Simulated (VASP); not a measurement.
# TeRu3C (Pm-3m) in VASP: further runs

Runs on TeRu3C. Level: PBE. Tasks: single point, relaxation of cell and atoms.

All numbers are computed with VASP 6.6.1; they aren't measurements. Logs are shortened: lines on timing, memory, paths and dates and some standing lists are left out, and cuts for length are marked.

## Step 1: The cell of the first run

It takes space group Pm-3m (No. 221, cubic). Conventional cell: a = 4.138 Å, b = 4.138 Å, c = 4.138 Å, α = 90.00°, β = 90.00°, γ = 90.00°. Within 3.9 Å of Te (site symmetry m-3m) lie 12 Ru at 2.93 Å and 8 C at 3.58 Å. Ru (site symmetry 4/mmm) has 2 C at 2.07 Å within 2.7 Å. Within 2.7 Å of C (site symmetry m-3m) lie 6 Ru at 2.07 Å.

## Step 2: Single point, PBE

INCAR

```
PREC = Accurate
ENCUT = 520
EDIFF = 1E-7
ISMEAR = 0
SIGMA = 0.1
LREAL = False
LASPH = True
NELM = 100
ALGO = Normal
ISIF = 2
LWAVE = False
LCHARG = False
GGA = PE
NBANDS = 34
```

KPOINTS

```
regular mesh
0
Gamma
  10 10 10
```

POSCAR

```
TeRu3C
1.0
    4.1376249031      0.0000000000      0.0000000000
    0.0000000000      4.1376249031      0.0000000000
    0.0000000000      0.0000000000      4.1376249031
Te Ru C
1 3 1
Direct
    0.5000000000      0.5000000000      0.5000000000
    0.5000000000      0.0000000000      0.0000000000
    0.0000000000      0.5000000000      0.0000000000
    0.0000000000      0.0000000000      0.5000000000
    0.0000000000      0.0000000000      0.0000000000
```

Potentials or basis: VASP PAW PBE potentials, release 64 (Te, Ru_pv, C).

Run with:

```bash
> cat potpaw_PBE.64/Te/POTCAR potpaw_PBE.64/Ru_pv/POTCAR potpaw_PBE.64/C/POTCAR > POTCAR
> mpirun -np 1 vasp_std > vasp.out
```

OUTCAR:

```text
PREC = Accurate
   ENCUT = 520
   EDIFF = 1E-7
   ISMEAR = 0
   LREAL = False
   LASPH = True
   NELM = 100
   ISIF = 2
   GGA = PE

 ion  position               nearest neighbor table
   1  0.500  0.500  0.500-   2 2.93   3 2.93   4 2.93   2 2.93   3 2.93   2 2.93   4 2.93   2 2.93
                             3 2.93   4 2.93   3 2.93   4 2.93
   2  0.500  0.000  0.000-   5 2.07   5 2.07   4 2.93   1 2.93   1 2.93   4 2.93   1 2.93   3 2.93
                             1 2.93   3 2.93   4 2.93   3 2.93   4 2.93   3 2.93
   3  0.000  0.500  0.000-   5 2.07   5 2.07   4 2.93   1 2.93   1 2.93   4 2.93   2 2.93   4 2.93
                             2 2.93   4 2.93   1 2.93   2 2.93   1 2.93   2 2.93
   4  0.000  0.000  0.500-   5 2.07   5 2.07   3 2.93   1 2.93   2 2.93   3 2.93   2 2.93   1 2.93
                             3 2.93   3 2.93   1 2.93   2 2.93   2 2.93   1 2.93
   5  0.000  0.000  0.000-   2 2.07   3 2.07   4 2.07   4 2.07   3 2.07   2 2.07

  LATTYP: Found a simple cubic cell.
 ALAT       =     4.1376249031

  Lattice vectors:

 A1 = (   4.1376249031,   0.0000000000,   0.0000000000)
 A2 = (   0.0000000000,   4.1376249031,   0.0000000000)
 A3 = (   0.0000000000,   0.0000000000,   4.1376249031)

Analysis of symmetry for initial positions (statically):
=====================================================================
 Subroutine PRICEL returns:
 Original cell was already a primitive cell.

 Routine SETGRP: Setting up the symmetry group for a
 simple cubic supercell.

 Subroutine GETGRP returns: Found 48 space group operations
 (whereof 48 operations were pure point group operations)
 out of a pool of 48 trial point group operations.

The static configuration has the point symmetry O_h .

Analysis of symmetry for dynamics (positions and initial velocities):
=====================================================================
 Subroutine PRICEL returns:
 Original cell was already a primitive cell.

 Routine SETGRP: Setting up the symmetry group for a
 simple cubic supercell.

 Subroutine GETGRP returns: Found 48 space group operations
 (whereof 48 operations were pure point group operations)
 out of a pool of 48 trial point group operations.

The dynamic configuration has the point symmetry O_h .

 Subroutine INISYM returns: Found 48 space group operations
 (whereof 48 operations are pure point group operations),
 and found     1 'primitive' translations

[... 94 lines left out ...]
   ISPIN  =      1    spin polarized calculation?
   LNONCOLLINEAR =      F non collinear calculations
   LSORBIT =      F    spin-orbit coupling
   LASPH  =      T    aspherical Exc in radial PAW
   ENCUT  =  520.0 eV  38.22 Ry    6.18 a.u.   7.69  7.69  7.69*2*pi/ulx,y,z
   NELM   =    100;   NELMIN=  2; NELMDL= -5     # of ELM steps
   EDIFF  = 0.1E-06   stopping-criterion for ELM
   LREAL  =      F    real-space projection
   EDIFFG = 0.1E-05   stopping-criterion for IOM
   NSW    =      0    number of steps for IOM
   IBRION =     -1    ionic relax: 0-MD 1-quasi-New 2-CG
   NFREE  =      0    steps in history (QN), initial steepest desc. (CG)
   ISIF   =      2    stress and relaxation
   ISYM   =      2    0-nonsym 1-usesym 2-fastsym
   POTIM  = 0.5000    time-step for ionic-motion
   TEBEG  =    0.0;   TEEND  =   0.0 temperature during run
   PSTRESS=    0.0 pullay stress
   NELECT =      52.0000    total number of electrons
   NUPDOWN=      -1.0000    fix difference up-down
   EMIN   =  10.00;   EMAX   =-10.00  energy-range for DOS
   EFERMI =   0.00;   METHOD = LEGACY
   ISMEAR =     0;   SIGMA  =   0.10  broadening in eV -4-tet -1-fermi 0-gaus
   EFERMI_NEDOS =   21; number of points for ismear=-14 and -15
   IALGO  =     38    algorithm
   IMIX   =      4    mixing-type and parameters
     AMIX     =   0.40;   BMIX     =  1.00
     AMIX_MAG =   1.60;   BMIX_MAG =  1.00
  volume/ion in A,a.u.               =      14.17        95.60
  Fermi-wavevector in a.u.,A,eV,Ry     =   1.476811  2.790768 29.673896  2.180970
  Thomas-Fermi vector in A             =   2.591292
   LORBIT       =      0    0 simple, 1 ext, 2 COOP (PROOUT), +10 PAW based schemes
   GGA     = PE    functional components
   LHFCALC =     F    Hartree Fock is set to
   AEXX    =    0.0000 exact exchange contribution
   IVDW    =     0    specifies the selected vdW correction
   LEPSILON=     F    determine dielectric tensor
   LRPA    =     F    only Hartree local field effects (RPA)
 non-spin polarized calculation
 Gauss-broadening in eV      SIGMA  =   0.10
  energy-cutoff  :      520.00
  volume of cell :       70.84
 maximum number of plane-waves:      1935
 NGX is ok and might be reduce to    32
   NGX = 15   NGY = 15   NGZ = 15

 number of electron      52.0000009 magnetization

 Free energy of the ion-electron system (eV)
  ---------------------------------------------------
  ext. energy  EPLUGINS =         0.00000000
  ---------------------------------------------------
  free energy    TOTEN  =       -37.98070902 eV

  energy without entropy =      -37.95842483  energy(sigma->0) =      -37.96956692

 E-fermi :  11.9529     XC(G=0): -12.9348

 val. band max:       11.9356630551   @ k =   0.4000   0.0000   0.0000
 cond. band min:      11.9663850733   @ k =   0.3000   0.3000   0.1000
 fundamental gap:      0.0307220182
 Fermi energy:        11.9529201070

 k-point     1 :       0.0000    0.0000    0.0000
  band No.  band energies     occupation
      1     -31.3410      2.00000
      2     -31.3410      2.00000
      3     -31.3410      2.00000
      4     -30.7381      2.00000
      5     -30.7381      2.00000
      6     -30.7381      2.00000
[... 877 lines left out ...]
     33      18.3887      0.00000
     34      18.6556      0.00000

 [... further k-points ...]
[... 5 lines left out ...]
  --------------------------------------------------------------------------------------
  -------------------------------------------------------------------------------------
  Total       -0.0596819     -0.0596819     -0.0596819      0.0000000      0.0000000     -0.0000000
  in kB       -1.3498937     -1.3498937     -1.3498937      0.0000000      0.0000000     -0.0000000
  external PRESSURE =      -1.3498937 kB  Pullay stress =       0.0000000 kB

 VOLUME and BASIS-vectors are now :
 -----------------------------------------------------------------------------
  energy-cutoff  :      520.00
  volume of cell :       70.84
      direct lattice vectors                 reciprocal lattice vectors
     4.137624903  0.000000000  0.000000000     0.241684547  0.000000000  0.000000000
     0.000000000  4.137624903  0.000000000     0.000000000  0.241684547  0.000000000
     0.000000000  0.000000000  4.137624903     0.000000000  0.000000000  0.241684547

 POSITION                                       TOTAL-FORCE (eV/Angst)
 -----------------------------------------------------------------------------------
      2.06881      2.06881      2.06881         0.000000      0.000000      0.000000
      2.06881      0.00000      0.00000         0.000000      0.000000      0.000000
      0.00000      2.06881      0.00000         0.000000      0.000000      0.000000
      0.00000      0.00000      2.06881         0.000000      0.000000      0.000000
      0.00000      0.00000      0.00000         0.000000      0.000000      0.000000
 -----------------------------------------------------------------------------------
    total drift:                                0.000000      0.000000     -0.000000

  FREE ENERGIE OF THE ION-ELECTRON SYSTEM (eV)
  ---------------------------------------------------
  free  energy   TOTEN  =       -37.9807090195 eV

  energy  without entropy=      -37.9584248279  energy(sigma->0) =      -37.96956692
```

OSZICAR:

```text
N       E                     dE             d eps       ncg     rms          rms(c)
DAV:   1     0.547664102289E+03    0.54766E+03   -0.30247E+04  3808   0.158E+03
DAV:   2    -0.187974226438E+02   -0.56646E+03   -0.55164E+03  4146   0.470E+02
DAV:   3    -0.410865151577E+02   -0.22289E+02   -0.21620E+02  4354   0.905E+01
DAV:   4    -0.415442618576E+02   -0.45775E+00   -0.45526E+00  4220   0.120E+01
DAV:   5    -0.415532987600E+02   -0.90369E-02   -0.90352E-02  4578   0.167E+00    0.325E+01
DAV:   6    -0.382817874616E+02    0.32715E+01   -0.16192E+01  4524   0.250E+01    0.118E+01
DAV:   7    -0.380422316707E+02    0.23956E+00   -0.22503E+00  4108   0.951E+00    0.986E+00
DAV:   8    -0.379867831094E+02    0.55449E-01   -0.36359E-01  4404   0.387E+00    0.372E+00
DAV:   9    -0.379823891390E+02    0.43940E-02   -0.18098E-02  4980   0.768E-01    0.129E+00
DAV:  10    -0.379809222963E+02    0.14668E-02   -0.13001E-02  4408   0.667E-01    0.629E-01
DAV:  11    -0.379808062607E+02    0.11604E-03   -0.66949E-04  4608   0.138E-01    0.238E-01
DAV:  12    -0.379807136488E+02    0.92612E-04   -0.24506E-04  4212   0.939E-02    0.124E-01
DAV:  13    -0.379807084710E+02    0.51778E-05   -0.15488E-05  4464   0.266E-02    0.124E-02
DAV:  14    -0.379807090248E+02   -0.55384E-06   -0.95499E-07  3940   0.596E-03    0.410E-03
DAV:  15    -0.379807090195E+02    0.53378E-08   -0.71141E-08  2328   0.128E-03
   1 F= -.37980709E+02 E0= -.37969567E+02  d E =-.222842E-01
```

It took 61 s on 1 thread of Intel Xeon Platinum 8488C (Sapphire Rapids), shared host; peak memory 0.25 GiB.

Results:

* Free energy: -37.9807 eV
* Pressure: -0.1 GPa
* Band gap on the k mesh: zero (band 26 reaches 12.08 eV, above the bottom of band 27 at 10.92 eV)

Caveat: spin-orbit coupling is left out, which moves the levels of the heavy elements.

## Step 3: Relaxation of cell and atoms, PBE

This run uses another cell than the first one, of 14.33 Å³/atom, 1.012 times its volume.

INCAR

```
SYSTEM = TeRu3C
PREC     = Accurate       ! precision mode
ENCUT    = 600            ! plane-wave cutoff, eV
EDIFF    = 1E-6           ! SCF threshold, eV
ISMEAR   = 0              ! smearing method
SIGMA    = 0.1            ! smearing width, eV
LREAL    = .FALSE.        ! projectors in reciprocal space
LASPH    = .TRUE.         ! aspherical terms in the spheres
NELM     = 100            ! most SCF steps
ALGO     = Normal         ! electronic algorithm
ISIF     = 3              ! what is computed and relaxed
LWAVE    = .FALSE.        ! write WAVECAR
LCHARG   = .FALSE.        ! write CHGCAR
GGA      = PE             ! functional
IBRION   = 2              ! ionic algorithm
NSW      = 100            ! ionic steps
EDIFFG   = -0.01          ! ionic threshold
```

KPOINTS

```
Automatic mesh
0
G
  10 10 10
  0 0 0
```

Edit POSCAR of step 2 so:

```diff
@@ -2,5 +2,5 @@
 1.0
-    4.1376249031      0.0000000000      0.0000000000
-    0.0000000000      4.1376249031      0.0000000000
-    0.0000000000      0.0000000000      4.1376249031
+    4.1536276200      0.0000000000      0.0000000000
+    0.0000000000      4.1536276200      0.0000000000
+    0.0000000000      0.0000000000      4.1536276200
 Te Ru C
```

Potentials or basis: VASP PAW PBE potentials, release 64 (Te, Ru_pv, C).

Run with:

```bash
> cat potpaw_PBE.64/Te/POTCAR potpaw_PBE.64/Ru_pv/POTCAR potpaw_PBE.64/C/POTCAR > POTCAR
> mpirun -np 1 vasp_std > vasp.out
```

It took 3.5 min on 1 thread of Intel Xeon Platinum 8488C (Sapphire Rapids), shared host; peak memory 0.31 GiB.

Results (log left out):

```
Free energy                            : -37.9820 eV
Relaxed volume                         : 14.16 Å³/atom
Relaxed cell                           : a = 4.136 Å, b = 4.136 Å, c = 4.136 Å, α = 90.00°, β = 90.00°, γ = 90.00°
Space group after relaxing (to 0.05 Å) : Pm-3m (No. 221)
Energy gained by relaxing              : 1.5 meV/atom
Ionic steps                            : 3
Pressure after relaxing                : 0.0 GPa
Band gap on the k mesh                 : zero (band 26 reaches 12.09 eV, above the bottom of band 27 at 10.94 eV)
```

The path:
```
step  energy change (eV)  largest force (eV/Å)  pressure (GPa)  volume (Å³)
   1              0.0000                0.0000           -2.69        71.66
   2              0.0177                0.0000            5.26        69.19
   3             -0.0076                0.0000            0.00        70.78
```

Final structure:
```
Te Ru C
1.0
     4.13644    0.00000    0.00000
     0.00000    4.13644    0.00000
     0.00000    0.00000    4.13644
Te Ru C
1 3 1
Direct
  0.50000 0.50000 0.50000
  0.50000 0.00000 0.00000
  0.00000 0.50000 0.00000
  0.00000 0.00000 0.50000
  0.00000 0.00000 0.00000
```

Levels at points of the mesh, in eV from the Fermi level:
```tsv
k point	band 22	band 23	band 24	band 25	band 26	band 27	band 28	band 29	band 30	band 31
(0.00, 0.00, 0.00)	-1.45	-1.25	-1.25	-1.25	-1.03	-1.03	-0.04	0.70	0.76	0.76
(0.50, 0.00, 0.00)	-1.67	-1.67	-1.24	-0.56	-0.11	0.76	1.10	1.10	1.67	1.67
(0.50, 0.50, 0.00)	-1.64	-1.38	-1.02	-1.01	-0.74	0.80	0.80	2.25	2.91	3.26
(0.50, 0.50, 0.50)	-2.56	-2.56	-0.86	-0.86	-0.84	0.53	0.53	0.53	3.14	3.14
```

Caveat: spin-orbit coupling is left out, which moves the levels of the heavy elements.

## Step 4: Single point, PBE

This run uses another cell than the first one, of 14.33 Å³/atom, 1.012 times its volume.

INCAR

```
SYSTEM = TeRu3C
ALGO = Normal
EDIFF = 1E-7
ENCUT = 520
GGA = PE
ISIF = 2
ISMEAR = 0
LASPH = .True.
LCHARG = .False.
LREAL = .False.
LWAVE = .False.
NBANDS = 34
NELM = 100
PREC = Accurate
SIGMA = 0.1
```

KPOINTS

```
k-points
0
Gamma
  4 4 4
  0 0 0
```

POSCAR is that of step 3.

Run with:

```bash
> cat potpaw_PBE.64/Te/POTCAR potpaw_PBE.64/Ru_pv/POTCAR potpaw_PBE.64/C/POTCAR > POTCAR
> mpirun -np 1 vasp_std > vasp.out
```

Run time: 15 s. Hardware: 1 thread of Intel Xeon Platinum 8488C (Sapphire Rapids), shared host; peak memory 0.18 GiB.

Results (log left out):

* Free energy: -37.8437 eV
* Pressure: -2.0 GPa
* Band gap on the k mesh: zero (band 26 reaches 11.90 eV, above the bottom of band 27 at 10.79 eV)

Levels at points of the mesh, in eV from the Fermi level:
| k point | band 23 | band 24 | band 25 | band 26 | band 27 | band 28 | band 29 | band 30 |
| --- | --- | --- | --- | --- | --- | --- | --- | --- |
| (0.00, 0.00, 0.00) | -1.28 | -1.28 | -1.28 | -1.02 | -1.02 | -0.15 | 0.63 | 0.73 |
| (0.50, 0.00, 0.00) | -1.66 | -1.23 | -0.58 | -0.18 | 0.74 | 1.08 | 1.08 | 1.56 |
| (0.50, 0.50, 0.00) | -1.41 | -1.06 | -1.00 | -0.78 | 0.75 | 0.75 | 2.20 | 2.82 |
| (0.50, 0.50, 0.50) | -2.54 | -0.93 | -0.90 | -0.90 | 0.49 | 0.49 | 0.49 | 3.06 |

Caveat: the k points lie up to 0.38 Å⁻¹ apart; spin-orbit coupling is left out, which moves the levels of the heavy elements.

## Step 5: Overview

| task | cell | k mesh | cutoff (eV) | gap on the mesh (eV) | pressure (GPa) |
| --- | --- | --- | --- | --- | --- |
| single point | a = 4.138 Å, 5 atoms | 10 × 10 × 10 | 520 | none | -0.1 |
| relaxation of cell and atoms | relaxed from a = 4.154 Å, 5 atoms | 10 × 10 × 10 | 600 | none | 0.0 |
| single point | a = 4.154 Å, 5 atoms | 4 × 4 × 4 | 520 | none | -2.0 |

Alike in all rows: level PBE; potentials or basis VASP PAW PBE potentials, release 64 (Te, Ru_pv, C); no spin polarisation; smearing gaussian 0.1 eV.

Caveats: some runs use coarse meshes; spin-orbit coupling is left out, which moves the levels of the heavy elements.

Total energies depend on the potentials used, so only differences within one code and one set of settings carry meaning.
